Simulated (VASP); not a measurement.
Set up this calculation in VASP 6.6.1, as the native input.

```yaml
Task: single point
Functional: PBE
Potentials_or_basis: VASP PAW PBE potentials, release 64 (Zn, O_h)
Cutoff: 910 eV
k_mesh: 4 × 4 × 4
Occupations: gaussian, width 0.01 eV
Spin: no spin polarisation
Dipole_correction: no
Second_run: hard_potentials
Further_INCAR_settings: ALGO = Normal; EDIFF = 1e-06; NBANDS = 16
```

The structure of ZnO lies in POSCAR:

```
ZnO
1.0
    0.0000000000      2.1337703828      2.1337703828
    2.1337703828      0.0000000000      2.1337703828
    2.1337703828      2.1337703828      0.0000000000
Zn O
1 1
Direct
    0.0000000000      0.0000000000      0.0000000000
    0.5000000000      0.5000000000      0.5000000000
```

These files were run (other wordings do the same):

INCAR

```
SYSTEM = ZnO
PREC = Accurate ; ENCUT = 910
EDIFF = 1E-6 ; ISMEAR = 0
SIGMA = 0.01 ; LREAL = .False.
LASPH = .True. ; NELM = 120
ALGO = Normal ; ISIF = 2
LWAVE = .False. ; LCHARG = .False.
GGA = PE ; NBANDS = 16
GGA_COMPAT = .False.
```

KPOINTS

```
regular mesh
0
Gamma
  4 4 4
  0 0 0
```

Potentials or basis: VASP PAW PBE potentials, release 64 (Zn, O_h).

Launch:

```console
$ cat potpaw_PBE.64/Zn/POTCAR potpaw_PBE.64/O_h/POTCAR > POTCAR
$ mpirun -np 1 vasp_std > vasp.out
```

It gave:

```json
{
 "Pressure": "8.8 GPa",
 "Band gap on the k mesh": "0.90 eV, indirect (least direct gap 2.30 eV)"
}
```

Caveat: the k points lie up to 0.64 Å⁻¹ apart; the cutoff is under 1.25 times the usual one of these potentials, so pressure, stress and relaxed cells hold a basis-set (Pulay) error.

Run time: 6.8 s on 1 thread of Intel(R) Xeon(R) Platinum 8375C CPU @ 2.90GHz (Ice Lake) (shared host), peak memory 0.16 GiB.
